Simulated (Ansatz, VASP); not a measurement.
## SiC: VASP beside Ansatz

```
CELL_PARAMETERS angstrom
3.07600 0.00000 0.00000
-1.53800 2.66389 0.00000
0.00000 0.00000 4.89656
ATOMIC_POSITIONS crystal
Si 0.33333 0.66667 0.00263
Si 0.66667 0.33333 0.50263
C 0.33333 0.66667 0.38237
C 0.66667 0.33333 0.88237
```

Change from the starting cell: z stretched by -3 %, ions relaxed.

Alike in both runs: functional PBE; k mesh 16 × 16 × 9; occupations fermi-dirac, width 0.02 eV; no spin polarisation.

Ansatz relaxed the structure, and its values are those at the end. VASP's run is a single point on that final structure, the one shown.

|  | VASP | Ansatz |
| --- | --- | --- |
| version | VASP 6.6.1 | Ansatz 0.2.0 |
| potentials or method | VASP PAW PBE potentials, release 64 (Si, C) | plane-wave PAW, scalar-relativistic |
| plane-wave cutoff (eV) | 520 | 420 |
| valence electrons in the cell | 16 | 16 |

```csv
,VASP,Ansatz,Ansatz less VASP
gap on the k mesh at the Fermi level (eV),2.33,2.34,+0.003
pressure (GPa),10.6,10.7,+0.07
rms of the force components (eV/Å),0.004,0.005,+0.0005
```

Ansatz's warnings: stress scf threshold loose.
